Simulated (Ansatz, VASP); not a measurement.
**SnTe3, level by level in two programs**

```
CELL_PARAMETERS angstrom
0.00000 3.86122 3.86122
3.86122 0.00000 3.86122
3.86122 3.86122 0.00000
ATOMIC_POSITIONS crystal
Te 0.50000 0.50000 0.50000
Te 0.75000 0.75000 0.75000
Te 0.25000 0.25000 0.25000
Sn 0.00000 0.00000 0.00000
```

Single points on this cell with VASP 6.6.1 and Ansatz 0.2.0. Each row is one pair of runs. Alike in all rows: spin: off; smearing: fermi-dirac, width 0.05 eV.

| level | k mesh | VASP's potentials, cutoff | Ansatz's potentials, cutoff | gap on the k mesh at the Fermi level (eV), VASP | gap on the k mesh at the Fermi level (eV), Ansatz | pressure (GPa), VASP | pressure (GPa), Ansatz |
| --- | --- | --- | --- | --- | --- | --- | --- |
| r2SCAN | 6 × 6 × 6 | VASP PAW PBE potentials, release 64 (Te, Sn_d), 520 eV | Ansatz PAW, 500 eV | none | none | 0.0 | 0.0 |
| r2SCAN | 4 × 4 × 4 | VASP PAW PBE potentials, release 64 (Te, Sn_d), 520 eV | Ansatz PAW, 500 eV | none | none | 0.4 | 0.5 |
| LDA | 6 × 6 × 6 | VASP PAW LDA potentials, release 64 (Te, Sn_d), 520 eV | Ansatz PAW, 420 eV | none | none | -3.8 | -3.8 |

Pressure (GPa): the two programs differ by at most 0.03.

VASP's potentials hold 32 valence electrons a cell and Ansatz's 62, so a difference there can come from the potentials and not from the codes.

A gap of «none» marks a metal or a gap that the smearing closes.

Spin-orbit coupling is off throughout.
